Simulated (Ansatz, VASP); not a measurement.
# Sb: VASP beside Ansatz

```
Sb
1.0
     3.38847    0.00000    0.00000
     0.00000    4.79202    0.00000
     0.00000    0.00000   21.08270
Sb
4
Direct
  0.25000 0.25000 0.40991
  0.75000 0.75000 0.44781
  0.25000 0.25000 0.55219
  0.75000 0.75000 0.59009
```

Alike in both runs: functional PBE; k mesh 10 × 7 × 1; occupations fermi-dirac, width 0.08 eV; no spin polarisation.

Ansatz relaxed the structure, and its values are those at the end. VASP's run is a single point on that final structure, the one shown.

|  | VASP | Ansatz |
| --- | --- | --- |
| version | VASP 6.6.1 | Ansatz 0.2.0 |
| potentials or method | VASP PAW PBE potentials, release 64 (Sb) | PAW with Ansatz's default frozen-core files, scalar-relativistic |
| plane-wave cutoff (eV) | 520 | 420 |
| valence electrons in the cell | 20 | 60 |

Ansatz gave:

* rms of the force components (eV/Å): 0.000

Q: What did VASP give for the same quantities?

A: rms of the force components (eV/Å): 0.006.

The functional is the same, so the differences come from potentials, cutoffs and numerics. VASP's potentials hold 20 valence electrons a cell and Ansatz's 60, so a difference there can come from the potentials and not from the codes. Ansatz's warnings: stress scf threshold loose.

Neither program's run includes spin-orbit coupling.
